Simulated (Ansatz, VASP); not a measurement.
# Two plane-wave programs on AgCl

File INCAR:

```
  ALGO = Normal
  EDIFF = 1E-6
  EDIFFG = -0.002
  ENCUT = 600
  GGA = PS
  IBRION = 2
  ISIF = 3
  ISMEAR = -1
  LASPH = T
  LCHARG = F
  LREAL = F
  LWAVE = F
  NELM = 100
  NSW = 100
  PREC = Accurate
  SIGMA = 0.1
```

Contents of KPOINTS:

```
k-points
0
Gamma
  16 16 16
```

The input POSCAR:

```
AgCl
1.0
    0.0000000000      2.7350000000      2.7350000000
    2.7350000000      0.0000000000      2.7350000000
    2.7350000000      2.7350000000      0.0000000000
Ag Cl
1 1
Direct
    0.0000000000      0.0000000000      0.0000000000
    0.5000000000      0.5000000000      0.5000000000
```

Input for Ansatz:

```yaml
crystal:
  lattice:
    - [0.0, 2.735, 2.735]
    - [2.735, 0.0, 2.735]
    - [2.735, 2.735, 0.0]
  atoms:
    - { symbol: Ag, position: [0.0, 0.0, 0.0] }
    - { symbol: Cl, position: [0.5, 0.5, 0.5] }
kpoints:
  mp_grid: { grid: [16, 16, 16] }
scf:
  occupations: { method: fermi_dirac, width: 0.1 }
hamiltonian:
  xc: pbesol
  pseudopotentials: { kind: paw }
relax:
  f_tol: 0.002
  max_steps: 80
  cell: {}
output:
  forces: true
  stress: true
```

Alike in both runs: task relaxation of cell and atoms; functional PBEsol; k mesh 16 × 16 × 16; occupations fermi-dirac, width 0.1 eV; no spin polarisation.

```csv
,VASP,Ansatz
version,VASP 6.6.1,Ansatz 0.2.0
potentials or method,"VASP PAW PBE potentials, release 64 (Ag, Cl)","PAW with Ansatz's default frozen-core files, scalar-relativistic"
plane-wave cutoff (eV),600,420
valence electrons in the cell,18,26
```

```csv
,VASP,Ansatz,Ansatz less VASP
relaxed volume (Å³/atom),20.18,20.21,+0.028
relaxed cell length with the largest relative difference (Å),3.850,3.852,+0.0018
```

VASP's potentials were made for PBE, not for PBEsol. VASP's potentials hold 18 valence electrons a cell and Ansatz's 26, so a difference there can come from the potentials and not from the codes.
